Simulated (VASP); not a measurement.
# W (Im-3m) in VASP: further runs, part 2 of 2

VASP 6.6.1. The steps go on from the part before.

## 5. Single point, r2SCAN

This run uses another cell than the first one, of 15.90 Å³/atom, 0.985 times its volume.

Input file POSCAR:

```
W
1.0
   -1.5842368039      1.5842368039      1.5842368039
    1.5842368039     -1.5842368039      1.5842368039
    1.5842368039      1.5842368039     -1.5842368039
W
1
Direct
    0.0000000000      0.0000000000      0.0000000000
```

Input file INCAR.step1:

```
PREC     = Accurate       # precision mode
ENCUT    = 520            # plane-wave cutoff, eV
ISMEAR   = -1             # smearing method
SIGMA    = 0.02           # smearing width, eV
LREAL    = False          # projectors in reciprocal space
LASPH    = True           # aspherical terms in the spheres
NELM     = 80             # most SCF steps
NBANDS   = 13             # bands
GGA      = PE             # functional
ALGO     = Normal         # electronic algorithm
EDIFF    = 1E-4           # SCF threshold, eV
LWAVE    = True           # write WAVECAR
LCHARG   = False          # write CHGCAR
```

Input file INCAR.step2:

```
PREC     = Accurate       # precision mode
ENCUT    = 520            # plane-wave cutoff, eV
EDIFF    = 1E-6           # SCF threshold, eV
ISMEAR   = -1             # smearing method
SIGMA    = 0.02           # smearing width, eV
LREAL    = False          # projectors in reciprocal space
LASPH    = True           # aspherical terms in the spheres
NELM     = 80             # most SCF steps
ALGO     = Normal         # electronic algorithm
ISIF     = 2              # what is computed and relaxed
LWAVE    = False          # write WAVECAR
LCHARG   = False          # write CHGCAR
METAGGA  = R2SCAN         # meta-GGA
LMIXTAU  = True         
NBANDS   = 13             # bands
ISTART   = 1
```

Input file KPOINTS:

```
regular mesh
0
Gamma
  12 12 12
```

Potentials or basis: VASP PAW PBE potentials, release 64 (W_sv).

Started as:

```
cat potpaw_PBE.64/W_sv/POTCAR > POTCAR
cp INCAR.step1 INCAR
mpirun -np 1 vasp_std > vasp.out
cp INCAR.step2 INCAR
mpirun -np 1 vasp_std > vasp.out
```

OUTCAR:

```text
PREC = Accurate
   ENCUT = 520
   EDIFF = 1E-6
   ISMEAR = -1
   LREAL = False
   LASPH = True
   NELM = 80
   ISIF = 2
   METAGGA = R2SCAN
   ISTART = 1

 ion  position               nearest neighbor table
   1  0.000  0.000  0.000-

  LATTYP: Found a body centered cubic cell.
 ALAT       =     3.1684736078

  Lattice vectors:

 A1 = (  -1.5842368039,   1.5842368039,   1.5842368039)
 A2 = (   1.5842368039,  -1.5842368039,   1.5842368039)
 A3 = (   1.5842368039,   1.5842368039,  -1.5842368039)

Analysis of symmetry for initial positions (statically):
=====================================================================
 Subroutine PRICEL returns:
 Original cell was already a primitive cell.

 Routine SETGRP: Setting up the symmetry group for a
 body centered cubic supercell.

 Subroutine GETGRP returns: Found 48 space group operations
 (whereof 48 operations were pure point group operations)
 out of a pool of 48 trial point group operations.

The static configuration has the point symmetry O_h .

Analysis of symmetry for dynamics (positions and initial velocities):
=====================================================================
 Subroutine PRICEL returns:
 Original cell was already a primitive cell.

 Routine SETGRP: Setting up the symmetry group for a
 body centered cubic supercell.

 Subroutine GETGRP returns: Found 48 space group operations
 (whereof 48 operations were pure point group operations)
 out of a pool of 48 trial point group operations.

The dynamic configuration has the point symmetry O_h .

 Subroutine INISYM returns: Found 48 space group operations
 (whereof 48 operations are pure point group operations),
 and found     1 'primitive' translations

----------------------------------------------------------------------------------------

                                     Primitive cell

  volume of cell :      15.9045

  direct lattice vectors                    reciprocal lattice vectors
    -1.584236804  1.584236804  1.584236804     0.000000000  0.315609383  0.315609383
     1.584236804 -1.584236804  1.584236804     0.315609383  0.000000000  0.315609383
     1.584236804  1.584236804 -1.584236804     0.315609383  0.315609383  0.000000000

  length of vectors
     2.743978636  2.743978636  2.743978636     0.446339070  0.446339070  0.446339070

  position of ions in fractional coordinates (direct lattice)
     0.000000000  0.000000000  0.000000000

  ion indices of the primitive-cell ions
   primitive index   ion index
                 1           1

----------------------------------------------------------------------------------------

 KPOINTS: regular mesh

Automatic generation of k-mesh.
 Grid dimensions read from file:
 generate k-points for:   12   12   12

 Generating k-lattice:

  Cartesian coordinates                     Fractional coordinates (reciprocal lattice)
     0.000000000  0.026300782  0.026300782     0.083333333  0.000000000  0.000000000
     0.026300782  0.000000000  0.026300782     0.000000000  0.083333333  0.000000000
     0.026300782  0.026300782  0.000000000     0.000000000  0.000000000  0.083333333

  Length of vectors
     0.037194922  0.037194922  0.037194922

  Shift w.r.t. Gamma in fractional coordinates (k-lattice)
     0.000000000  0.000000000  0.000000000

 Subroutine IBZKPT returns following result:
 ===========================================

 Found     72 irreducible k-points:

 Following reciprocal coordinates:
            Coordinates               Weight
  0.000000  0.000000  0.000000      1.000000
  0.083333  0.000000  0.000000     12.000000
  0.166667  0.000000  0.000000     12.000000
  0.250000  0.000000  0.000000     12.000000
  0.333333  0.000000  0.000000     12.000000
  0.416667  0.000000  0.000000     12.000000
[... 16 lines left out ...]
  0.333333  0.083333  0.083333     24.000000
  0.416667  0.083333  0.083333     12.000000
 [... further k-points ...]
   k-points           NKPTS =     72   k-points in BZ     NKDIM =     72   number of bands    NBANDS=     13
   number of dos      NEDOS =    301   number of ions     NIONS =      1
   total plane-waves  NPLWV =   8000
   dimension x,y,z NGX =    20 NGY =   20 NGZ =   20
   dimension x,y,z NGXF=    40 NGYF=   40 NGZF=   40
   ions per type =               1
   NGX,Y,Z   is equivalent  to a cutoff of  12.12, 12.12, 12.12 a.u.
   NGXF,Y,Z  is equivalent  to a cutoff of  24.23, 24.23, 24.23 a.u.
 SYSTEM =  unknown system
   PREC   = accura    normal or accurate (medium, high low for compatibility)
   ISTART =      1    job   : 0-new  1-cont  2-samecut
   ICHARG =      0    charge: 1-file 2-atom 10-const
   ISPIN  =      1    spin polarized calculation?
   LNONCOLLINEAR =      F non collinear calculations
   LSORBIT =      F    spin-orbit coupling
   LASPH  =      T    aspherical Exc in radial PAW
   ENCUT  =  520.0 eV  38.22 Ry    6.18 a.u.   5.10  5.10  5.10*2*pi/ulx,y,z
   NELM   =     80;   NELMIN=  2; NELMDL=  0     # of ELM steps
   EDIFF  = 0.1E-05   stopping-criterion for ELM
   LREAL  =      F    real-space projection
   EDIFFG = 0.1E-04   stopping-criterion for IOM
   NSW    =      0    number of steps for IOM
   IBRION =     -1    ionic relax: 0-MD 1-quasi-New 2-CG
   NFREE  =      0    steps in history (QN), initial steepest desc. (CG)
   ISIF   =      2    stress and relaxation
   ISYM   =      2    0-nonsym 1-usesym 2-fastsym
   POTIM  = 0.5000    time-step for ionic-motion
   TEBEG  =    0.0;   TEEND  =   0.0 temperature during run
   PSTRESS=    0.0 pullay stress
   NELECT =      14.0000    total number of electrons
   NUPDOWN=      -1.0000    fix difference up-down
   EMIN   =  10.00;   EMAX   =-10.00  energy-range for DOS
   EFERMI =   0.00;   METHOD = LEGACY
   ISMEAR =    -1;   SIGMA  =   0.02  broadening in eV -4-tet -1-fermi 0-gaus
   EFERMI_NEDOS =   21; number of points for ismear=-14 and -15
   IALGO  =     38    algorithm
   IMIX   =      4    mixing-type and parameters
     AMIX     =   0.40;   BMIX     =  1.00
     AMIX_MAG =   1.60;   BMIX_MAG =  1.00
  volume/ion in A,a.u.               =      15.90       107.33
  Fermi-wavevector in a.u.,A,eV,Ry     =   1.568956  2.964897 33.492411  2.461623
  Thomas-Fermi vector in A             =   2.670910
   LORBIT       =      0    0 simple, 1 ext, 2 COOP (PROOUT), +10 PAW based schemes
   METAGGA = R2SCAN    functional components
   LHFCALC =     F    Hartree Fock is set to
   AEXX    =    0.0000 exact exchange contribution
   IVDW    =     0    specifies the selected vdW correction
   LEPSILON=     F    determine dielectric tensor
   LRPA    =     F    only Hartree local field effects (RPA)
 non-spin polarized calculation
  energy-cutoff  :      520.00
  volume of cell :       15.90
 maximum number of plane-waves:       442
   NGX = 11   NGY = 11   NGZ = 11

 number of electron      14.0000003 magnetization

 Free energy of the ion-electron system (eV)
  ---------------------------------------------------
  ext. energy  EPLUGINS =         0.00000000
  ---------------------------------------------------
  free energy    TOTEN  =       -51.35524129 eV

  energy without entropy =      -51.35466183  energy(sigma->0) =      -51.35495156

 E-fermi :  11.1091     XC(G=0): -14.9409

 val. band max:       11.0064242261   @ k =   0.0833   0.0833   0.0000
 cond. band min:      11.1156755498   @ k =  -0.2500   0.3333   0.1667
 fundamental gap:      0.1092513238
 Fermi energy:        11.1091204649

 k-point     1 :       0.0000    0.0000    0.0000
  band No.  band energies     occupation
      1     -64.8934      2.00000
      2     -27.7561      2.00000
      3     -27.7561      2.00000
      4     -27.7561      2.00000
      5       1.1314      2.00000
      6       9.9589      2.00000
      7       9.9589      2.00000
      8       9.9589      2.00000
      9      13.7911      0.00000
     10      13.7912      0.00000
     11      26.4935      0.00000
     12      26.4935      0.00000
     13      26.4935      0.00000

 k-point     2 :       0.0833    0.0000    0.0000
  band No.  band energies     occupation
      1     -64.8836      2.00000
      2     -27.8544      2.00000
      3     -27.7866      2.00000
      4     -27.7566      2.00000
      5       1.4781      2.00000
      6       9.7480      2.00000
      7       9.9019      2.00000
      8      10.2942      2.00000
      9      13.4704      0.00000
     10      13.7916      0.00000
     11      26.7776      0.00000
[... 339 lines left out ...]
 k-point    24 :       0.4167    0.0833    0.0833
  band No.  band energies     occupation
      1     -64.7418      2.00000
      2     -29.0235      2.00000
      3     -28.2573      2.00000
      4     -27.8547      2.00000
      5       5.3817      2.00000
      6       7.4493      2.00000
      7      10.7912      2.00000
      8      13.8871      0.00000
      9      14.7159      0.00000
     10      18.8533      0.00000
     11      21.7103      0.00000
     12      24.0515      0.00000
     13      27.9115      0.00000

 [... further k-points ...]
[... 5 lines left out ...]
  --------------------------------------------------------------------------------------
  -------------------------------------------------------------------------------------
  Total        0.1679166      0.1679166      0.1679166      0.0000000      0.0000000      0.0000000
  in kB       16.9154634     16.9154634     16.9154634      0.0000000      0.0000000      0.0000000
  external PRESSURE =      16.9154634 kB  Pullay stress =       0.0000000 kB

 VOLUME and BASIS-vectors are now :
 -----------------------------------------------------------------------------
  energy-cutoff  :      520.00
  volume of cell :       15.90
      direct lattice vectors                 reciprocal lattice vectors
    -1.584236804  1.584236804  1.584236804     0.000000000  0.315609383  0.315609383
     1.584236804 -1.584236804  1.584236804     0.315609383  0.000000000  0.315609383
     1.584236804  1.584236804 -1.584236804     0.315609383  0.315609383  0.000000000

 POSITION                                       TOTAL-FORCE (eV/Angst)
 -----------------------------------------------------------------------------------
      0.00000      0.00000      0.00000         0.000000     -0.000000      0.000000
 -----------------------------------------------------------------------------------
    total drift:                                0.000000     -0.000000      0.000000

  FREE ENERGIE OF THE ION-ELECTRON SYSTEM (eV)
  ---------------------------------------------------
  free  energy   TOTEN  =       -51.3552412850 eV

  energy  without entropy=      -51.3546618267  energy(sigma->0) =      -51.35495156
```

Run time: 38 s. Hardware: 1 thread of Intel Xeon Platinum 8259CL at 2.50GHz (Skylake/Cascade Lake), shared host; peak memory 0.13 GiB.

Results:

```yaml
Free_energy: -51.3552 eV
Pressure: 1.7 GPa
Band_gap_on_the_k_mesh: zero (band 7 reaches 16.55 eV, above the bottom of band 8 at 9.96 eV)
```

Levels at points of the mesh, in eV from the Fermi level:
| k point | band 3 | band 4 | band 5 | band 6 | band 7 | band 8 | band 9 | band 10 | band 11 | band 12 |
| --- | --- | --- | --- | --- | --- | --- | --- | --- | --- | --- |
| (0.00, 0.00, 0.00) | -38.87 | -38.87 | -9.98 | -1.15 | -1.15 | -1.15 | 2.68 | 2.68 | 15.38 | 15.38 |
| (0.50, 0.00, 0.00) | -39.30 | -38.87 | -6.41 | -3.61 | 0.65 | 2.52 | 3.56 | 6.43 | 11.73 | 12.20 |
| (0.50, 0.50, 0.50) | -39.81 | -39.81 | -5.86 | -5.86 | 5.44 | 5.44 | 5.44 | 8.65 | 8.65 | 8.65 |

Caveat: the PAW data sets were made with another functional, which shifts forces and pressure a little; spin-orbit coupling is left out, which moves the levels of the heavy elements.

## 6. Summary

| level | cell | k mesh | gap on the mesh (eV) | pressure (GPa) |
| --- | --- | --- | --- | --- |
| PBE | a = 2.758 Å, angles 109.5°, 1 atom | 10 × 10 × 10 | none | 0.5 |
| PBE | a = 2.744 Å, angles 109.5°, 1 atom | 12 × 12 × 12 | none | 5.4 |
| r2SCAN | a = 2.744 Å, angles 109.5°, 1 atom | 10 × 10 × 10 | none | 1.2 |
| r2SCAN | a = 2.744 Å, angles 109.5°, 1 atom | 12 × 12 × 12 | none | 1.7 |

Alike in all rows: task single point; potentials or basis VASP PAW PBE potentials, release 64 (W_sv); no spin polarisation; cutoff (eV) 520; smearing fermi-dirac 0.02 eV.

Caveats: spin-orbit coupling is left out, which moves the levels of the heavy elements; the PAW data sets were made with another functional, which shifts forces and pressure a little (some runs).

Absolute energies hang on the potentials; compare differences alone.
